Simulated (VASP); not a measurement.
# Na3LiB5 (P-62m) in VASP: a series of runs

Na3LiB5 is run at these levels: PBE; tasks: single point.

Everything below comes from runs of VASP 6.6.1. Logs are shortened: lines on timing, memory, paths and dates and some standing lists are left out, and cuts for length are marked.

## (1) The cell of the first run

Symmetry: P-62m, No. 189, hexagonal system. The conventional cell has a = 5.818 Å, b = 5.818 Å, c = 3.580 Å, α = 90.00°, β = 90.00°, γ = 120.00°. Na (site symmetry m2m) has 1 Li at 2.36 Å and 10 B at 2.51 to 2.75 Å and 4 Na at 3.06 Å within 3.1 Å. Li (site symmetry -62m) has 6 B at 2.25 Å and 3 Na at 2.36 Å within 3.0 Å. Within 3.0 Å of B (site symmetry m2m) lie 2 Li at 2.25 Å and 4 B at 2.28 to 2.37 Å and 6 Na at 2.72 to 2.75 Å. B (site symmetry -6) has 3 B at 2.28 Å and 6 Na at 2.51 Å within 3.0 Å.

## (2) Single point, PBE

INCAR

```
PREC = Accurate ; ENCUT = 520
EDIFF = 1E-6 ; ISMEAR = 0
SIGMA = 0.1 ; LREAL = False
LASPH = True ; NELM = 100
ALGO = Normal ; ISIF = 2
LWAVE = False ; LCHARG = False
GGA = PE ; NBANDS = 30
```

KPOINTS

```
regular mesh
0
Gamma
  3 3 6
```

POSCAR

```
Na3LiB5
1.0
    5.8179181200      0.0000000000      0.0000000000
   -2.9089590600      5.0384648900      0.0000000000
    0.0000000000      0.0000000000      3.5798978300
Na Li B
3 1 5
Direct
    0.5941962000      0.0000000000      0.0000000000
    0.0000000000      0.5941962000      0.0000000000
    0.4058038000      0.4058038000      0.0000000000
    0.0000000000      0.0000000000      0.0000000000
    0.2352370800      0.0000000000      0.5000000000
    0.0000000000      0.2352370800      0.5000000000
    0.7647629200      0.7647629200      0.5000000000
    0.3333333300      0.6666666700      0.5000000000
    0.6666666700      0.3333333300      0.5000000000
```

Potentials or basis: VASP PAW PBE potentials, release 64 (Na_pv, Li_sv, B).

Command:

```bash
$ cat potpaw_PBE.64/Na_pv/POTCAR potpaw_PBE.64/Li_sv/POTCAR potpaw_PBE.64/B/POTCAR > POTCAR
$ mpirun -np 1 vasp_std > vasp.out
```

OUTCAR:

```text
PREC = Accurate
   ENCUT = 520
   EDIFF = 1E-6
   ISMEAR = 0
   LREAL = False
   LASPH = True
   NELM = 100
   ISIF = 2
   GGA = PE

 ion  position               nearest neighbor table
   1  0.594  0.000  0.000-   4 2.36
   2  0.000  0.594  0.000-   4 2.36
   3  0.406  0.406  0.000-   4 2.36
   4  0.000  0.000  0.000-   5 2.25   5 2.25   7 2.25   6 2.25   6 2.25   7 2.25   1 2.36   2 2.36
                             3 2.36
   5  0.235  0.000  0.500-   4 2.25   4 2.25
   6  0.000  0.235  0.500-   4 2.25   4 2.25
   7  0.765  0.765  0.500-   4 2.25   4 2.25
   8  0.333  0.667  0.500-
   9  0.667  0.333  0.500-

  LATTYP: Found a hexagonal cell.
 ALAT       =     5.8179181200
 C/A-ratio  =     0.6153228279

  Lattice vectors:

 A1 = (   5.8179181200,   0.0000000000,   0.0000000000)
 A2 = (  -2.9089590600,   5.0384648900,   0.0000000000)
 A3 = (   0.0000000000,   0.0000000000,   3.5798978300)

Analysis of symmetry for initial positions (statically):
=====================================================================
 Subroutine PRICEL returns:
 Original cell was already a primitive cell.

 Routine SETGRP: Setting up the symmetry group for a
 hexagonal supercell.

 Subroutine GETGRP returns: Found 12 space group operations
 (whereof 12 operations were pure point group operations)
 out of a pool of 24 trial point group operations.

The static configuration has the point symmetry D_3h.

Analysis of symmetry for dynamics (positions and initial velocities):
=====================================================================
 Subroutine PRICEL returns:
 Original cell was already a primitive cell.

 Routine SETGRP: Setting up the symmetry group for a
 hexagonal supercell.

 Subroutine GETGRP returns: Found 12 space group operations
 (whereof 12 operations were pure point group operations)
 out of a pool of 24 trial point group operations.

The dynamic configuration has the point symmetry D_3h.

 Subroutine INISYM returns: Found 12 space group operations
 (whereof 12 operations are pure point group operations),
 and found     1 'primitive' translations

----------------------------------------------------------------------------------------

                                     Primitive cell

  volume of cell :     104.9389

  direct lattice vectors                    reciprocal lattice vectors
     5.817918120  0.000000000  0.000000000     0.171882790  0.099236575  0.000000000
    -2.908959060  5.038464890  0.000000000     0.000000000  0.198473150  0.000000000
     0.000000000  0.000000000  3.579897830     0.000000000  0.000000000  0.279337581

  length of vectors
     5.817918120  5.817918121  3.579897830     0.198473150  0.198473150  0.279337581

  position of ions in fractional coordinates (direct lattice)
     0.594196200  0.000000000  0.000000000
     0.000000000  0.594196200  0.000000000
     0.405803800  0.405803800  0.000000000
     0.000000000  0.000000000  0.000000000
     0.235237080  0.000000000  0.500000000
     0.000000000  0.235237080  0.500000000
     0.764762920  0.764762920  0.500000000
     0.333333330  0.666666670  0.500000000
     0.666666670  0.333333330  0.500000000

  ion indices of the primitive-cell ions
   primitive index   ion index
                 1           1
                 2           2
                 3           3
                 4           4
                 5           5
                 6           6
                 7           7
                 8           8
                 9           9

----------------------------------------------------------------------------------------

 KPOINTS: regular mesh

Automatic generation of k-mesh.
 Grid dimensions read from file:
 generate k-points for:    3    3    6

 Generating k-lattice:

  Cartesian coordinates                     Fractional coordinates (reciprocal lattice)
     0.057294263  0.033078858  0.000000000     0.333333333  0.000000000  0.000000000
     0.000000000  0.066157717  0.000000000     0.000000000  0.333333333  0.000000000
     0.000000000  0.000000000  0.046556263     0.000000000  0.000000000  0.166666667

  Length of vectors
     0.066157717  0.066157717  0.046556263

  Shift w.r.t. Gamma in fractional coordinates (k-lattice)
     0.000000000  0.000000000  0.000000000

 Subroutine IBZKPT returns following result:
 ===========================================

 Found     12 irreducible k-points:

 Following reciprocal coordinates:
            Coordinates               Weight
  0.000000  0.000000  0.000000      1.000000
  0.333333 -0.000000  0.000000      6.000000
  0.333333  0.333333  0.000000      2.000000
  0.000000  0.000000  0.166667      2.000000
  0.333333 -0.000000  0.166667     12.000000
  0.333333  0.333333  0.166667      4.000000
  0.000000  0.000000  0.333333      2.000000
  0.333333 -0.000000  0.333333     12.000000
  0.333333  0.333333  0.333333      4.000000
  0.000000  0.000000  0.500000      1.000000
  0.333333 -0.000000  0.500000      6.000000
  0.333333  0.333333  0.500000      2.000000
   k-points           NKPTS =     12   k-points in BZ     NKDIM =     12   number of bands    NBANDS=     30
   number of dos      NEDOS =    301   number of ions     NIONS =      9
   total plane-waves  NPLWV =  64512
   dimension x,y,z NGX =    48 NGY =   48 NGZ =   28
   dimension x,y,z NGXF=    96 NGYF=   96 NGZF=   56
   ions per type =               3   1   5
   NGX,Y,Z   is equivalent  to a cutoff of  13.72, 13.72, 13.00 a.u.
   NGXF,Y,Z  is equivalent  to a cutoff of  27.43, 27.43, 26.01 a.u.
 SYSTEM =  unknown system
   PREC   = accura    normal or accurate (medium, high low for compatibility)
   ISTART =      0    job   : 0-new  1-cont  2-samecut
   ICHARG =      2    charge: 1-file 2-atom 10-const
   ISPIN  =      1    spin polarized calculation?
   LNONCOLLINEAR =      F non collinear calculations
   LSORBIT =      F    spin-orbit coupling
   LASPH  =      T    aspherical Exc in radial PAW
   ENCUT  =  520.0 eV  38.22 Ry    6.18 a.u.  10.82 10.82  6.66*2*pi/ulx,y,z
   NELM   =    100;   NELMIN=  2; NELMDL= -5     # of ELM steps
   EDIFF  = 0.1E-05   stopping-criterion for ELM
   LREAL  =      F    real-space projection
   EDIFFG = 0.1E-04   stopping-criterion for IOM
   NSW    =      0    number of steps for IOM
   IBRION =     -1    ionic relax: 0-MD 1-quasi-New 2-CG
   NFREE  =      0    steps in history (QN), initial steepest desc. (CG)
   ISIF   =      2    stress and relaxation
   ISYM   =      2    0-nonsym 1-usesym 2-fastsym
   POTIM  = 0.5000    time-step for ionic-motion
   TEBEG  =    0.0;   TEEND  =   0.0 temperature during run
   PSTRESS=    0.0 pullay stress
   NELECT =      39.0000    total number of electrons
   NUPDOWN=      -1.0000    fix difference up-down
   EMIN   =  10.00;   EMAX   =-10.00  energy-range for DOS
   EFERMI =   0.00;   METHOD = LEGACY
   ISMEAR =     0;   SIGMA  =   0.10  broadening in eV -4-tet -1-fermi 0-gaus
   EFERMI_NEDOS =   21; number of points for ismear=-14 and -15
   IALGO  =     38    algorithm
   IMIX   =      4    mixing-type and parameters
     AMIX     =   0.40;   BMIX     =  1.00
     AMIX_MAG =   1.60;   BMIX_MAG =  1.00
  volume/ion in A,a.u.               =      11.66        78.68
  Fermi-wavevector in a.u.,A,eV,Ry     =   1.177021  2.224247 18.849218  1.385378
  Thomas-Fermi vector in A             =   2.313375
   LORBIT       =      0    0 simple, 1 ext, 2 COOP (PROOUT), +10 PAW based schemes
   GGA     = PE    functional components
   LHFCALC =     F    Hartree Fock is set to
   AEXX    =    0.0000 exact exchange contribution
   IVDW    =     0    specifies the selected vdW correction
   LEPSILON=     F    determine dielectric tensor
   LRPA    =     F    only Hartree local field effects (RPA)
 non-spin polarized calculation
 Gauss-broadening in eV      SIGMA  =   0.10
  energy-cutoff  :      520.00
  volume of cell :      104.94
 maximum number of plane-waves:      2839
 NGX is ok and might be reduce to    48
   NGX = 21   NGY = 21   NGZ = 13

 number of electron      38.9999981 magnetization

 Free energy of the ion-electron system (eV)
  ---------------------------------------------------
  ext. energy  EPLUGINS =         0.00000000
  ---------------------------------------------------
  free energy    TOTEN  =       -28.01979892 eV

  energy without entropy =      -27.99261850  energy(sigma->0) =      -28.00620871

 E-fermi :   3.2238     XC(G=0): -10.0348

 val. band max:        3.2189307954   @ k =   0.3333   0.3333   0.0000
 cond. band min:       3.2470268126   @ k =   0.0000   0.0000   0.3333
 fundamental gap:      0.0280960172
 Fermi energy:         3.2237948688

 k-point     1 :       0.0000    0.0000    0.0000
  band No.  band energies     occupation
      1     -41.9985      2.00000
      2     -19.8897      2.00000
      3     -19.8427      2.00000
      4     -19.8427      2.00000
      5     -19.7662      2.00000
      6     -19.7493      2.00000
[... 22 lines left out ...]
     29       9.5731      0.00000
     30      10.6692      0.00000

 k-point     2 :       0.3333   -0.0000    0.0000
  band No.  band energies     occupation
      1     -41.9985      2.00000
      2     -19.8801      2.00000
      3     -19.8364      2.00000
      4     -19.7997      2.00000
      5     -19.7914      2.00000
      6     -19.7417      2.00000
[... 22 lines left out ...]
     29       9.6804      0.00000
     30      10.3790      0.00000

 k-point     3 :       0.3333    0.3333    0.0000
  band No.  band energies     occupation
      1     -41.9985      2.00000
      2     -19.8483      2.00000
      3     -19.8483      2.00000
      4     -19.8215      2.00000
      5     -19.7546      2.00000
      6     -19.7546      2.00000
[... 286 lines left out ...]
     29      10.0750      0.00000
     30      10.6977      0.00000

 k-point    12 :       0.3333    0.3333    0.5000
  band No.  band energies     occupation
      1     -41.9968      2.00000
      2     -19.8384      2.00000
      3     -19.8384      2.00000
      4     -19.8128      2.00000
      5     -19.7839      2.00000
      6     -19.7839      2.00000
[... 22 lines left out ...]
     29      11.5542      0.00000
     30      11.7162      0.00000

------------------------ aborting loop because EDIFF is reached ----------------------------------------

  FORCE on cell =-STRESS in cart. coord.  units (eV):
  Direction    XX          YY          ZZ          XY          YZ          ZX
  --------------------------------------------------------------------------------------
  -------------------------------------------------------------------------------------
  Total       -8.9874629     -8.9874629     12.4170833      0.0000000      0.0000000      0.0000000
  in kB     -137.2180426   -137.2180427    189.5805174      0.0000000      0.0000000      0.0000000
  external PRESSURE =     -28.2851893 kB  Pullay stress =       0.0000000 kB

 VOLUME and BASIS-vectors are now :
 -----------------------------------------------------------------------------
  energy-cutoff  :      520.00
  volume of cell :      104.94
      direct lattice vectors                 reciprocal lattice vectors
     5.817918120  0.000000000  0.000000000     0.171882790  0.099236575  0.000000000
    -2.908959060  5.038464890  0.000000000     0.000000000  0.198473150  0.000000000
     0.000000000  0.000000000  3.579897830     0.000000000  0.000000000  0.279337581

 POSITION                                       TOTAL-FORCE (eV/Angst)
 -----------------------------------------------------------------------------------
      3.45698      0.00000      0.00000        -0.367225     -0.000000     -0.000000
     -1.72849      2.99384      0.00000         0.183612     -0.318026     -0.000000
      1.18047      2.04463      0.00000         0.183612      0.318026      0.000000
      0.00000      0.00000      0.00000        -0.000000     -0.000000     -0.000000
      1.36859      0.00000      1.78995         0.926851     -0.000000      0.000000
     -0.68430      1.18523      1.78995        -0.463426      0.802677     -0.000000
      2.22466      3.85323      1.78995        -0.463426     -0.802677     -0.000000
     -0.00000      3.35898      1.78995        -0.000000     -0.000000     -0.000000
      2.90896      1.67949      1.78995        -0.000000     -0.000000     -0.000000
 -----------------------------------------------------------------------------------
    total drift:                               -0.000001     -0.000001      0.000000

  FREE ENERGIE OF THE ION-ELECTRON SYSTEM (eV)
  ---------------------------------------------------
  free  energy   TOTEN  =       -28.0197989152 eV

  energy  without entropy=      -27.9926185039  energy(sigma->0) =      -28.00620871
```

It took 66 s on 1 thread of Oxide Virtual Turin-like, shared host; peak memory 0.21 GiB.

Results:

- Free energy: -28.0198 eV
- Largest force: 0.927 eV/Å

Forces on the atoms (eV/Å):
```
Na  -0.367  0.000  0.000
Na   0.184 -0.318  0.000
Na   0.184  0.318  0.000
Li   0.000  0.000  0.000
B    0.927  0.000  0.000
B   -0.463  0.803  0.000
B   -0.463 -0.803  0.000
B    0.000  0.000  0.000
B    0.000  0.000  0.000
```

Caveat: the k points lie up to 0.42 Å⁻¹ apart; the cutoff is under 1.25 times the usual one of these potentials, so pressure, stress and relaxed cells hold a basis-set (Pulay) error.

(Continued in part 2 of 2.)
